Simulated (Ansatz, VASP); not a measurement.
**Si: VASP beside Ansatz**

```xyz
17
Lattice="0.0000 5.4300 5.4300 5.4300 0.0000 5.4300 5.4300 5.4300 0.0000" Properties=species:S:1:pos:R:3 pbc="T T T"
Si    0.0944   -0.0936    0.0955
Si    1.3965    1.3343    1.3977
Si    2.6510    2.7802    0.0653
Si    4.0970    4.0343    1.3978
Si    2.7608    0.0182    2.7607
Si    4.1729    1.2578    4.1737
Si    5.4127    2.6695    2.7605
Si    6.6688    4.1932    4.2559
Si    0.0645    2.7802    2.6525
Si    1.3968    4.0341    4.0986
Si    2.6511    5.3660    2.6526
Si    3.7995    7.0615    3.8008
Si    2.7602    2.6699    5.4137
Si    4.2575    4.1944    6.6700
Si    5.1795    5.6801    5.1788
Si    6.6668    6.6011    6.6690
Si    7.7182    8.5711    7.7175
```

Alike in both runs: functional PBE; k mesh 2 × 2 × 2; occupations gaussian, width 0.05 eV; no spin polarisation.

Ansatz relaxed the structure, and its values are those at the end. VASP's run is a single point on that final structure, the one shown.

|  | VASP | Ansatz |
| --- | --- | --- |
| version | VASP 6.6.1 | Ansatz 0.2.0 |
| potentials or method | VASP PAW PBE potentials, release 64 (Si), cutoff 520 eV | scalar-relativistic, plane waves, PAW |
| valence electrons in the cell | 68 | 68 |

```tsv
	VASP	Ansatz	Ansatz less VASP
rms of the force components (eV/Å)	0.015	0.015	+0.0004
```

The k mesh is coarse, so the values compare programs but aren't converged.
